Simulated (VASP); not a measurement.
A run of VASP 6.6.1 is set up as follows.

INCAR

```
  PREC = Accurate
  ENCUT = 600
  EDIFF = 1E-7
  ISMEAR = 0
  SIGMA = 0.1
  LREAL = F
  LASPH = T
  NELM = 80
  ALGO = Normal
  ISIF = 3
  LWAVE = F
  LCHARG = F
  GGA = PE
  IBRION = 2
  NSW = 90
  EDIFFG = -0.04
```

Contents of KPOINTS:

```
Automatic mesh
0
Gamma
  6 6 6
```

Contents of POSCAR:

```
Sc2BeSb2
1.0
   -2.1191158015      2.1191158015      5.5600563109
    2.1191158015     -2.1191158015      5.5600563109
    2.1191158015      2.1191158015     -5.5600563109
Sc Be Sb
2 1 2
Direct
    0.6260000000      0.6260000000      0.0000000000
    0.3740000000      0.3740000000      0.0000000000
    0.0000000000      0.0000000000      0.0000000000
    0.2500000000      0.7500000000      0.5000000000
    0.7500000000      0.2500000000      0.5000000000
```

Potentials or basis: VASP PAW PBE potentials, release 64 (Sc_sv, Be, Sb).

Command:

```bash
$ cat potpaw_PBE.64/Sc_sv/POTCAR potpaw_PBE.64/Be/POTCAR potpaw_PBE.64/Sb/POTCAR > POTCAR
$ mpirun -np 1 vasp_std > vasp.out
```

(1) What does it give for the band gap on the k mesh?

(2) What does it give for the relaxed volume?

(3) Predict the relaxed cell.

## Answers

(1) zero (bands 17 and 18 overlap by 0.66 eV).

(2) 24.94 Å³/atom.

(3) a = 7.977 Å, b = 7.977 Å, c = 7.977 Å, α = 150.25°, β = 150.25°, γ = 42.58°.

Caveat: the volume moved by over 15 % at a fixed basis, so the end points are rough; spin-orbit coupling is left out, which moves the levels of the heavy elements.
